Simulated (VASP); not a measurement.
# HfSn2Se6 (P-3m1) in VASP: single point with r2SCAN

Aim: the single point of HfSn2Se6 with r2SCAN.

Program: VASP 6.6.1. These are calculated values, not measurements. Logs are shortened: lines on timing, memory, paths and dates and some standing lists are left out, and cuts for length are marked.

### Step 1. The cell of the first run

The structure is trigonal, space group P-3m1 (No. 164). The conventional cell has a = 3.838 Å, b = 3.838 Å, c = 21.152 Å, α = 90.00°, β = 90.00°, γ = 120.00°. Hf (site symmetry -3m) has 6 Se at 2.70 Å within 3.6 Å. Sn (site symmetry 3m) has 6 Se at 2.74 Å within 3.6 Å. Se (site symmetry 3m) has 3 Hf at 2.70 Å within 3.6 Å. Se (site symmetry 3m) has 3 Sn at 2.74 Å within 3.6 Å. Se (site symmetry 3m) has 3 Sn at 2.74 Å within 3.6 Å.

### Step 2. Single point, r2SCAN

The input, POSCAR:

```
HfSn2Se6
1.0
    3.8375998077      0.0000000000      0.0000000000
   -1.9187999038      3.3234589230      0.0000000000
    0.0000000000      0.0000000000     21.1522331915
Hf Sn Se
1 2 6
Direct
    0.0000000000      0.0000000000      0.0000000000
    0.0000000000      0.0000000000      0.3328270788
    0.0000000000      0.0000000000      0.6671729212
    0.3333333333      0.6666666667      0.0731736920
    0.3333333333      0.6666666667      0.4087393364
    0.3333333333      0.6666666667      0.7430818385
    0.6666666667      0.3333333333      0.2569181615
    0.6666666667      0.3333333333      0.5912606636
    0.6666666667      0.3333333333      0.9268263080
```

The input, INCAR.step1:

```
ALGO = Normal
EDIFF = 1E-4
ENCUT = 520
GGA = PE
ISMEAR = 0
LASPH = True
LCHARG = False
LREAL = False
LWAVE = True
NBANDS = 47
NELM = 60
PREC = Accurate
SIGMA = 0.02
```

The input, INCAR.step2:

```
ALGO = Normal
EDIFF = 1E-6
ENCUT = 520
ISIF = 2
ISMEAR = 0
ISTART = 1
LASPH = True
LCHARG = True
LELF = True
LMIXTAU = True
LREAL = False
LVHAR = True
LWAVE = False
METAGGA = R2SCAN
NBANDS = 47
NELM = 60
PREC = Accurate
SIGMA = 0.02
```

The input, KPOINTS:

```
k-points
0
Gamma
  12 12 2
```

Potentials or basis: VASP PAW PBE potentials, release 64 (Hf_pv, Sn_d, Se).

Started as:

```bash
$ cat potpaw_PBE.64/Hf_pv/POTCAR potpaw_PBE.64/Sn_d/POTCAR potpaw_PBE.64/Se/POTCAR > POTCAR
$ cp INCAR.step1 INCAR
$ mpirun -np 1 vasp_std > vasp.out
$ cp INCAR.step2 INCAR
$ mpirun -np 1 vasp_std > vasp.out
```

OUTCAR:

```text
EDIFF = 1E-6
   ENCUT = 520
   ISIF = 2
   ISMEAR = 0
   ISTART = 1
   LASPH = True
   LREAL = False
   METAGGA = R2SCAN
   NELM = 60
   PREC = Accurate

 ion  position               nearest neighbor table
   1  0.000  0.000  0.000-   4 2.70   9 2.70   4 2.70   9 2.70   9 2.70   4 2.70
   2  0.000  0.000  0.333-   7 2.74   7 2.74   7 2.74   5 2.74   5 2.74   5 2.74
   3  0.000  0.000  0.667-   6 2.74   6 2.74   6 2.74   8 2.74   8 2.74   8 2.74
   4  0.333  0.667  0.073-   1 2.70   1 2.70   1 2.70
   5  0.333  0.667  0.409-   2 2.74   2 2.74   2 2.74
   6  0.333  0.667  0.743-   3 2.74   3 2.74   3 2.74
   7  0.667  0.333  0.257-   2 2.74   2 2.74   2 2.74
   8  0.667  0.333  0.591-   3 2.74   3 2.74   3 2.74
   9  0.667  0.333  0.927-   1 2.70   1 2.70   1 2.70

  LATTYP: Found a hexagonal cell.
 ALAT       =     3.8375998077
 C/A-ratio  =     5.5118392358

  Lattice vectors:

 A1 = (   3.8375998077,   0.0000000000,   0.0000000000)
 A2 = (  -1.9187999038,   3.3234589230,   0.0000000000)
 A3 = (   0.0000000000,   0.0000000000,  21.1522331915)

Analysis of symmetry for initial positions (statically):
=====================================================================
 Subroutine PRICEL returns:
 Original cell was already a primitive cell.

 Routine SETGRP: Setting up the symmetry group for a
 hexagonal supercell.

 Subroutine GETGRP returns: Found 12 space group operations
 (whereof 12 operations were pure point group operations)
 out of a pool of 24 trial point group operations.

The static configuration has the point symmetry D_3d.

Analysis of symmetry for dynamics (positions and initial velocities):
=====================================================================
 Subroutine PRICEL returns:
 Original cell was already a primitive cell.

 Routine SETGRP: Setting up the symmetry group for a
 hexagonal supercell.

 Subroutine GETGRP returns: Found 12 space group operations
 (whereof 12 operations were pure point group operations)
 out of a pool of 24 trial point group operations.

The dynamic configuration has the point symmetry D_3d.

 Subroutine INISYM returns: Found 12 space group operations
 (whereof 12 operations are pure point group operations),
 and found     1 'primitive' translations

[... 114 lines left out ...]
   ISIF   =      2    stress and relaxation
   ISYM   =      2    0-nonsym 1-usesym 2-fastsym
   POTIM  = 0.5000    time-step for ionic-motion
   TEBEG  =    0.0;   TEEND  =   0.0 temperature during run
   PSTRESS=    0.0 pullay stress
   NELECT =      74.0000    total number of electrons
   NUPDOWN=      -1.0000    fix difference up-down
   EMIN   =  10.00;   EMAX   =-10.00  energy-range for DOS
   EFERMI =   0.00;   METHOD = LEGACY
   ISMEAR =     0;   SIGMA  =   0.02  broadening in eV -4-tet -1-fermi 0-gaus
   EFERMI_NEDOS =   21; number of points for ismear=-14 and -15
   IALGO  =     38    algorithm
   IMIX   =      4    mixing-type and parameters
     AMIX     =   0.40;   BMIX     =  1.00
     AMIX_MAG =   1.60;   BMIX_MAG =  1.00
  volume/ion in A,a.u.               =      29.98       202.28
  Fermi-wavevector in a.u.,A,eV,Ry     =   1.063694  2.010090 15.394239  1.131445
  Thomas-Fermi vector in A             =   2.199187
   LORBIT       =      0    0 simple, 1 ext, 2 COOP (PROOUT), +10 PAW based schemes
   METAGGA = R2SCAN    functional components
   LHFCALC =     F    Hartree Fock is set to
   AEXX    =    0.0000 exact exchange contribution
   IVDW    =     0    specifies the selected vdW correction
   LEPSILON=     F    determine dielectric tensor
   LRPA    =     F    only Hartree local field effects (RPA)
 non-spin polarized calculation
 Gauss-broadening in eV      SIGMA  =   0.02
  energy-cutoff  :      520.00
  volume of cell :      269.78
 maximum number of plane-waves:      7314
 NGX is ok and might be reduce to    30
   NGX = 15   NGY = 15   NGZ = 79

 number of electron      73.9999997 magnetization

 Free energy of the ion-electron system (eV)
  ---------------------------------------------------
  ext. energy  EPLUGINS =         0.00000000
  ---------------------------------------------------
  free energy    TOTEN  =      -187.65721976 eV

  energy without entropy =     -187.65721976  energy(sigma->0) =     -187.65721976

 E-fermi :   2.2677     XC(G=0):  -9.0805

 val. band max:        2.1248117467   @ k =   0.0000   0.0000   0.0000
 cond. band min:       2.8819696094   @ k =   0.5000   0.0000   0.5000
 fundamental gap:      0.7571578626
 Fermi energy:         2.2677012942

 k-point     1 :       0.0000    0.0000    0.0000
  band No.  band energies     occupation
      1     -30.2932      2.00000
      2     -30.2293      2.00000
      3     -30.2293      2.00000
      4     -19.8888      2.00000
      5     -19.8888      2.00000
      6     -19.8888      2.00000
[... 1189 lines left out ...]
     46       7.5332      0.00000
     47       7.7707      0.00000

 [... further k-points ...]

------------------------ aborting loop because EDIFF is reached ----------------------------------------

  FORCE on cell =-STRESS in cart. coord.  units (eV):
  Direction    XX          YY          ZZ          XY          YZ          ZX
  --------------------------------------------------------------------------------------
  -------------------------------------------------------------------------------------
  Total       -2.5524503     -2.5524503     -3.4675897     -0.0000000      0.0000000      0.0000000
  in kB      -15.1586895    -15.1586895    -20.5935902     -0.0000000      0.0000000      0.0000000
  external PRESSURE =     -16.9703231 kB  Pullay stress =       0.0000000 kB

 VOLUME and BASIS-vectors are now :
 -----------------------------------------------------------------------------
  energy-cutoff  :      520.00
  volume of cell :      269.78
      direct lattice vectors                 reciprocal lattice vectors
     3.837599808  0.000000000  0.000000000     0.260579542  0.150445669  0.000000000
    -1.918799904  3.323458923  0.000000000     0.000000000  0.300891337  0.000000000
     0.000000000  0.000000000 21.152233191     0.000000000  0.000000000  0.047276332

 POSITION                                       TOTAL-FORCE (eV/Angst)
 -----------------------------------------------------------------------------------
      0.00000      0.00000      0.00000         0.000000      0.000000     -0.000000
      0.00000      0.00000      7.04004         0.000000     -0.000000     -0.000016
      0.00000      0.00000     14.11220         0.000000      0.000000      0.000016
     -0.00000      2.21564      1.54779        -0.000000      0.000000     -0.275280
     -0.00000      2.21564      8.64575         0.000000      0.000000     -0.271548
     -0.00000      2.21564     15.71784         0.000000      0.000000     -0.269693
      1.91880      1.10782      5.43439         0.000000     -0.000000      0.269693
      1.91880      1.10782     12.50648        -0.000000     -0.000000      0.271548
      1.91880      1.10782     19.60445        -0.000000      0.000000      0.275280
 -----------------------------------------------------------------------------------
    total drift:                                0.000000     -0.000000      0.000000

  FREE ENERGIE OF THE ION-ELECTRON SYSTEM (eV)
  ---------------------------------------------------
  free  energy   TOTEN  =      -187.6572197575 eV

  energy  without entropy=     -187.6572197575  energy(sigma->0) =     -187.65721976
```

OUTCAR.step1:

```text
EDIFF = 1E-4
   ENCUT = 520
   GGA = PE
   ISMEAR = 0
[... 1450 lines left out ...]
     -0.00000      2.21564     15.71784        -0.000000      0.000000      0.013113
      1.91880      1.10782      5.43439        -0.000000     -0.000000     -0.013113
      1.91880      1.10782     12.50648        -0.000000      0.000000     -0.011985
      1.91880      1.10782     19.60445         0.000000      0.000000      0.048719
 -----------------------------------------------------------------------------------
    total drift:                                0.000000     -0.000000      0.000000

  FREE ENERGIE OF THE ION-ELECTRON SYSTEM (eV)
  ---------------------------------------------------
  free  energy   TOTEN  =       -44.7030323784 eV

  energy  without entropy=      -44.7030323784  energy(sigma->0) =      -44.70303238
```

OSZICAR.step1:

```text
N       E                     dE             d eps       ncg     rms          rms(c)
DAV:   1     0.684429936949E+03    0.68443E+03   -0.32942E+04  3610   0.162E+03
DAV:   2     0.628132090241E+02   -0.62162E+03   -0.59949E+03  3828   0.417E+02
DAV:   3    -0.407069331328E+02   -0.10352E+03   -0.10004E+03  4311   0.159E+02
DAV:   4    -0.466348455500E+02   -0.59279E+01   -0.58725E+01  4385   0.398E+01
DAV:   5    -0.468010724067E+02   -0.16623E+00   -0.16583E+00  4739   0.698E+00    0.429E+01
DAV:   6    -0.448056374473E+02    0.19954E+01   -0.49662E+00  4066   0.956E+00    0.304E+01
DAV:   7    -0.448177656927E+02   -0.12128E-01   -0.26297E+00  4172   0.677E+00    0.421E+00
DAV:   8    -0.447044649851E+02    0.11330E+00   -0.43061E-01  4116   0.366E+00    0.289E+00
DAV:   9    -0.447050133627E+02   -0.54838E-03   -0.86894E-02  4496   0.114E+00    0.147E+00
DAV:  10    -0.447030174402E+02    0.19959E-02   -0.10434E-02  4397   0.625E-01    0.399E-01
DAV:  11    -0.447030522860E+02   -0.34846E-04   -0.17728E-03  4200   0.168E-01    0.800E-02
DAV:  12    -0.447030323784E+02    0.19908E-04   -0.15307E-04  3179   0.599E-02
   1 F= -.44703032E+02 E0= -.44703032E+02  d E =-.210504E-32
```

Wall time 59 min (1 thread of Oxide Virtual Turin-like, shared host); peak memory 0.65 GiB.

What came out:

| Property | Result |
| --- | --- |
| Free energy | -187.6572 eV |
| Pressure | -1.7 GPa |
| Largest force | 0.275 eV/Å |
| Band gap on the k mesh | 0.76 eV (least direct gap 1.30 eV) |

Forces in eV/Å, atoms in the order of the input:
```
Hf   0.000  0.000  0.000
Sn   0.000  0.000  0.000
Sn   0.000  0.000  0.000
Se   0.000  0.000 -0.275
Se   0.000  0.000 -0.272
Se   0.000  0.000 -0.270
Se   0.000  0.000  0.270
Se   0.000  0.000  0.272
Se   0.000  0.000  0.275
```

Caveat: semilocal functionals underestimate gaps, and a narrow one can read as zero; the PAW data sets were made with another functional, which shifts forces and pressure a little; spin-orbit coupling is left out, which moves the levels of the heavy elements. A k mesh can miss the band edges.
